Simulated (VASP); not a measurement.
# Sb (Fm-3m) in VASP: a series of runs

Sb is run at these levels: r2SCAN, PBEsol, LDA; tasks: single point.

Program: VASP 6.6.1. These are calculated values, not measurements. Logs are shortened: lines on timing, memory, paths and dates and some standing lists are left out, and cuts for length are marked.

## (1) The cell of the first run

Symmetry: Fm-3m, No. 225, cubic system. Conventional cell: a = 4.774 Å, b = 4.774 Å, c = 4.774 Å, α = 90.00°, β = 90.00°, γ = 90.00°. Within 4.4 Å of Sb (site symmetry m-3m) lie 12 Sb at 3.38 Å.

## (2) Single point, r2SCAN

File POSCAR:

```
Sb
1.0
    0.0000000000      2.3869465721      2.3869465721
    2.3869465721      0.0000000000      2.3869465721
    2.3869465721      2.3869465721      0.0000000000
Sb
1
Direct
    0.0000000000      0.0000000000      0.0000000000
```

File INCAR.step1:

```
SYSTEM = Sb
PREC     = Accurate       ! precision mode
ENCUT    = 520            ! plane-wave cutoff, eV
ISMEAR   = -1             ! smearing method
SIGMA    = 0.05           ! smearing width, eV
LREAL    = .False.        ! projectors in reciprocal space
LASPH    = .True.         ! aspherical terms in the spheres
NELM     = 60             ! most SCF steps
NBANDS   = 8              ! bands
GGA      = PE             ! functional
ALGO     = Normal         ! electronic algorithm
EDIFF    = 1E-4           ! SCF threshold, eV
LWAVE    = .True.         ! write WAVECAR
LCHARG   = .False.        ! write CHGCAR
```

File INCAR.step2:

```
SYSTEM = Sb
PREC     = Accurate       ! precision mode
ENCUT    = 520            ! plane-wave cutoff, eV
EDIFF    = 1E-6           ! SCF threshold, eV
ISMEAR   = -1             ! smearing method
SIGMA    = 0.05           ! smearing width, eV
LREAL    = .False.        ! projectors in reciprocal space
LASPH    = .True.         ! aspherical terms in the spheres
NELM     = 60             ! most SCF steps
ALGO     = Normal         ! electronic algorithm
ISIF     = 2              ! what is computed and relaxed
LWAVE    = .False.        ! write WAVECAR
LCHARG   = .False.        ! write CHGCAR
METAGGA  = R2SCAN         ! meta-GGA
LMIXTAU  = .True.       
NBANDS   = 8              ! bands
ISTART   = 1
```

File KPOINTS:

```
Automatic mesh
0
Gamma
  10 10 10
  0 0 0
```

Potentials or basis: VASP PAW PBE potentials, release 64 (Sb).

Started as:

```console
> cat potpaw_PBE.64/Sb/POTCAR > POTCAR
> cp INCAR.step1 INCAR
> mpirun -np 1 vasp_std > vasp.out
> cp INCAR.step2 INCAR
> mpirun -np 1 vasp_std > vasp.out
```

OUTCAR:

```text
SYSTEM = Sb
   PREC = Accurate
   ENCUT = 520
   EDIFF = 1E-6
   ISMEAR = -1
   LREAL = .False.
   LASPH = .True.
   NELM = 60
   ISIF = 2
   METAGGA = R2SCAN
   ISTART = 1

 ion  position               nearest neighbor table
   1  0.000  0.000  0.000-

  LATTYP: Found a face centered cubic cell.
 ALAT       =     4.7738931442

  Lattice vectors:

 A1 = (   0.0000000000,   2.3869465721,   2.3869465721)
 A2 = (   2.3869465721,   0.0000000000,   2.3869465721)
 A3 = (   2.3869465721,   2.3869465721,   0.0000000000)

Analysis of symmetry for initial positions (statically):
=====================================================================
 Subroutine PRICEL returns:
 Original cell was already a primitive cell.

 Routine SETGRP: Setting up the symmetry group for a
 face centered cubic supercell.

 Subroutine GETGRP returns: Found 48 space group operations
[... 9 lines left out ...]

 Routine SETGRP: Setting up the symmetry group for a
 face centered cubic supercell.

 Subroutine GETGRP returns: Found 48 space group operations
[... 11 lines left out ...]
                                     Primitive cell

  volume of cell :      27.1993

  direct lattice vectors                    reciprocal lattice vectors
     0.000000000  2.386946572  2.386946572    -0.209472640  0.209472640  0.209472640
     2.386946572  0.000000000  2.386946572     0.209472640 -0.209472640  0.209472640
     2.386946572  2.386946572  0.000000000     0.209472640  0.209472640 -0.209472640

  length of vectors
     3.375652215  3.375652215  3.375652215     0.362817255  0.362817255  0.362817255

  position of ions in fractional coordinates (direct lattice)
     0.000000000  0.000000000  0.000000000

  ion indices of the primitive-cell ions
   primitive index   ion index
                 1           1

----------------------------------------------------------------------------------------

 KPOINTS: Automatic mesh

Automatic generation of k-mesh.
 Grid dimensions read from file:
 generate k-points for:   10   10   10

 Generating k-lattice:

  Cartesian coordinates                     Fractional coordinates (reciprocal lattice)
    -0.020947264  0.020947264  0.020947264     0.100000000  0.000000000  0.000000000
     0.020947264 -0.020947264  0.020947264     0.000000000  0.100000000  0.000000000
     0.020947264  0.020947264 -0.020947264     0.000000000  0.000000000  0.100000000

  Length of vectors
     0.036281726  0.036281726  0.036281726

  Shift w.r.t. Gamma in fractional coordinates (k-lattice)
     0.000000000  0.000000000  0.000000000

 Subroutine IBZKPT returns following result:
 ===========================================

 Found     47 irreducible k-points:

 Following reciprocal coordinates:
            Coordinates               Weight
  0.000000  0.000000  0.000000      1.000000
  0.100000  0.000000  0.000000      8.000000
  0.200000  0.000000  0.000000      8.000000
  0.300000  0.000000  0.000000      8.000000
  0.400000  0.000000  0.000000      8.000000
  0.500000  0.000000  0.000000      4.000000
[... 16 lines left out ...]
  0.300000  0.300000  0.000000      6.000000
  0.400000  0.300000  0.000000     24.000000
 [... further k-points ...]
   k-points           NKPTS =     47   k-points in BZ     NKDIM =     47   number of bands    NBANDS=      8
   number of dos      NEDOS =    301   number of ions     NIONS =      1
   total plane-waves  NPLWV =  21952
   dimension x,y,z NGX =    28 NGY =   28 NGZ =   28
   dimension x,y,z NGXF=    56 NGYF=   56 NGZF=   56
   ions per type =               1
   NGX,Y,Z   is equivalent  to a cutoff of  13.79, 13.79, 13.79 a.u.
   NGXF,Y,Z  is equivalent  to a cutoff of  27.58, 27.58, 27.58 a.u.
 SYSTEM =  Sb
   PREC   = accura    normal or accurate (medium, high low for compatibility)
   ISTART =      1    job   : 0-new  1-cont  2-samecut
   ICHARG =      0    charge: 1-file 2-atom 10-const
   ISPIN  =      1    spin polarized calculation?
   LNONCOLLINEAR =      F non collinear calculations
   LSORBIT =      F    spin-orbit coupling
   LASPH  =      T    aspherical Exc in radial PAW
   ENCUT  =  520.0 eV  38.22 Ry    6.18 a.u.   6.28  6.28  6.28*2*pi/ulx,y,z
   NELM   =     60;   NELMIN=  2; NELMDL=  0     # of ELM steps
   EDIFF  = 0.1E-05   stopping-criterion for ELM
   LREAL  =      F    real-space projection
   EDIFFG = 0.1E-04   stopping-criterion for IOM
   NSW    =      0    number of steps for IOM
   IBRION =     -1    ionic relax: 0-MD 1-quasi-New 2-CG
   NFREE  =      0    steps in history (QN), initial steepest desc. (CG)
   ISIF   =      2    stress and relaxation
   ISYM   =      2    0-nonsym 1-usesym 2-fastsym
   POTIM  = 0.5000    time-step for ionic-motion
   TEBEG  =    0.0;   TEEND  =   0.0 temperature during run
   PSTRESS=    0.0 pullay stress
   NELECT =       5.0000    total number of electrons
   NUPDOWN=      -1.0000    fix difference up-down
   EMIN   =  10.00;   EMAX   =-10.00  energy-range for DOS
   EFERMI =   0.00;   METHOD = LEGACY
   ISMEAR =    -1;   SIGMA  =   0.05  broadening in eV -4-tet -1-fermi 0-gaus
   EFERMI_NEDOS =   21; number of points for ismear=-14 and -15
   IALGO  =     38    algorithm
   IMIX   =      4    mixing-type and parameters
     AMIX     =   0.40;   BMIX     =  1.00
     AMIX_MAG =   1.60;   BMIX_MAG =  1.00
  volume/ion in A,a.u.               =      27.20       183.55
  Fermi-wavevector in a.u.,A,eV,Ry     =   0.930848  1.759048 11.789151  0.866478
  Thomas-Fermi vector in A             =   2.057279
   LORBIT       =      0    0 simple, 1 ext, 2 COOP (PROOUT), +10 PAW based schemes
   METAGGA = R2SCAN    functional components
   LHFCALC =     F    Hartree Fock is set to
   AEXX    =    0.0000 exact exchange contribution
   IVDW    =     0    specifies the selected vdW correction
   LEPSILON=     F    determine dielectric tensor
   LRPA    =     F    only Hartree local field effects (RPA)
 non-spin polarized calculation
  energy-cutoff  :      520.00
  volume of cell :       27.20
 maximum number of plane-waves:       754
 NGX is ok and might be reduce to    28
   NGX = 13   NGY = 13   NGZ = 13

 number of electron       5.0000000 magnetization

 Free energy of the ion-electron system (eV)
  ---------------------------------------------------
  ext. energy  EPLUGINS =         0.00000000
  ---------------------------------------------------
  free energy    TOTEN  =       -25.23064543 eV

  energy without entropy =      -25.22381057  energy(sigma->0) =      -25.22722800

 E-fermi :   8.3164     XC(G=0): -10.7838

 val. band max:        8.2667849161   @ k =  -0.4000   0.4000   0.1000
 cond. band min:       8.3224052993   @ k =  -0.2000   0.2000   0.0000
 fundamental gap:      0.0556203833
 Fermi energy:         8.3163871562

 k-point     1 :       0.0000    0.0000    0.0000
  band No.  band energies     occupation
      1      -5.1639      2.00000
      2      13.8890      0.00000
      3      13.8890      0.00000
      4      13.8890      0.00000
      5      18.7214      0.00000
      6      18.7214      0.00000
      7      18.7214      0.00000
      8      19.3572      0.00000

 k-point     2 :       0.1000    0.0000    0.0000
  band No.  band energies     occupation
      1      -4.9560      2.00000
      2      12.1418      0.00000
      3      13.6223      0.00000
      4      13.6223      0.00000
      5      17.8100      0.00000
      6      19.1495      0.00000
      7      19.1495      0.00000
      8      21.3350      0.00000

 k-point     3 :       0.2000    0.0000    0.0000
  band No.  band energies     occupation
      1      -4.3371      2.00000
      2       9.0623      0.00000
      3      13.0725      0.00000
      4      13.0725      0.00000
      5      17.2839      0.00000
      6      19.5288      0.00000
      7      19.5288      0.00000
      8      21.4837      0.00000

 k-point     4 :       0.3000    0.0000    0.0000
  band No.  band energies     occupation
      1      -3.3322      2.00000
      2       6.0580      2.00000
      3      12.5562      0.00000
      4      12.5562      0.00000
      5      17.0314      0.00000
      6      18.7591      0.00000
      7      18.7591      0.00000
      8      20.2095      0.00000

 k-point     5 :       0.4000    0.0000    0.0000
  band No.  band energies     occupation
      1      -2.0544      2.00000
      2       3.5279      2.00000
      3      12.2139      0.00000
      4      12.2139      0.00000
      5      16.9998      0.00000
      6      18.0992      0.00000
      7      18.0992      0.00000
      8      19.2260      0.00000

 k-point     6 :       0.5000    0.0000    0.0000
  band No.  band energies     occupation
      1      -1.2001      2.00000
      2       2.2495      2.00000
      3      12.0957      0.00000
      4      12.0957      0.00000
      5      17.0395      0.00000
      6      17.8657      0.00000
      7      17.8657      0.00000
      8      18.8440      0.00000

 k-point     7 :       0.1000    0.1000    0.0000
  band No.  band energies     occupation
      1      -4.8865      2.00000
      2      12.8588      0.00000
      3      12.8928      0.00000
      4      12.8928      0.00000
      5      16.9050      0.00000
      6      19.9760      0.00000
      7      19.9760      0.00000
      8      20.1784      0.00000
[... 133 lines left out ...]
 k-point    20 :      -0.4000    0.2000    0.0000
  band No.  band energies     occupation
      1      -0.6877      2.00000
      2       3.1769      2.00000
      3       7.9368      1.99899
      4      11.0073      0.00000
      5      15.2657      0.00000
      6      20.0740      0.00000
      7      20.4117      0.00000
      8      23.6337      0.00000

 k-point    21 :      -0.3000    0.2000    0.0000
  band No.  band energies     occupation
      1      -1.8092      2.00000
      2       4.9583      2.00000
      3       7.7296      1.99998
      4      11.8495      0.00000
      5      16.0860      0.00000
      6      19.8423      0.00000
      7      20.1094      0.00000
      8      22.0261      0.00000

 k-point    22 :      -0.2000    0.2000    0.0000
  band No.  band energies     occupation
      1      -2.9936      2.00000
      2       7.1669      2.00000
      3       8.3224      0.93989
      4      12.8232      0.00000
      5      17.2887      0.00000
      6      19.4563      0.00000
      7      19.8022      0.00000
      8      20.3181      0.00000

 k-point    23 :       0.3000    0.3000    0.0000
  band No.  band energies     occupation
      1      -2.7005      2.00000
      2       7.8468      1.99983
      3       9.8671      0.00000
      4       9.8671      0.00000
      5      14.1195      0.00000
      6      14.5922      0.00000
      7      24.5058      0.00000
      8      24.5058      0.00000

 k-point    24 :       0.4000    0.3000    0.0000
  band No.  band energies     occupation
      1      -1.7255      2.00000
      2       6.1684      2.00000
      3       8.5739      0.01154
      4       9.4911      0.00000
      5      13.9104      0.00000
      6      15.1372      0.00000
      7      23.8282      0.00000
      8      24.6166      0.00000

 [... further k-points ...]
[... 5 lines left out ...]
  --------------------------------------------------------------------------------------
  -------------------------------------------------------------------------------------
  Total       -0.0343124     -0.0343124     -0.0343124      0.0000000     -0.0000000     -0.0000000
  in kB       -2.0211747     -2.0211747     -2.0211747      0.0000000     -0.0000000     -0.0000000
  external PRESSURE =      -2.0211747 kB  Pullay stress =       0.0000000 kB

 VOLUME and BASIS-vectors are now :
 -----------------------------------------------------------------------------
  energy-cutoff  :      520.00
  volume of cell :       27.20
      direct lattice vectors                 reciprocal lattice vectors
     0.000000000  2.386946572  2.386946572    -0.209472640  0.209472640  0.209472640
     2.386946572  0.000000000  2.386946572     0.209472640 -0.209472640  0.209472640
     2.386946572  2.386946572  0.000000000     0.209472640  0.209472640 -0.209472640

 POSITION                                       TOTAL-FORCE (eV/Angst)
 -----------------------------------------------------------------------------------
      0.00000      0.00000      0.00000        -0.000000     -0.000000     -0.000000
 -----------------------------------------------------------------------------------
    total drift:                                0.000000     -0.000000     -0.000000

  FREE ENERGIE OF THE ION-ELECTRON SYSTEM (eV)
  ---------------------------------------------------
  free  energy   TOTEN  =       -25.2306454279 eV

  energy  without entropy=      -25.2238105714  energy(sigma->0) =      -25.22722800
```

Wall time 91 s (1 thread of Intel Xeon 8259CL, shared host); peak memory 0.17 GiB.

Results:

| Property | Result |
| --- | --- |
| Free energy | -25.2306 eV |
| Pressure | -0.2 GPa |

Caveat: the PAW data sets were made with another functional, which shifts forces and pressure a little; spin-orbit coupling is left out, which moves the levels of the heavy elements.

(Continued in part 2 of 3.)
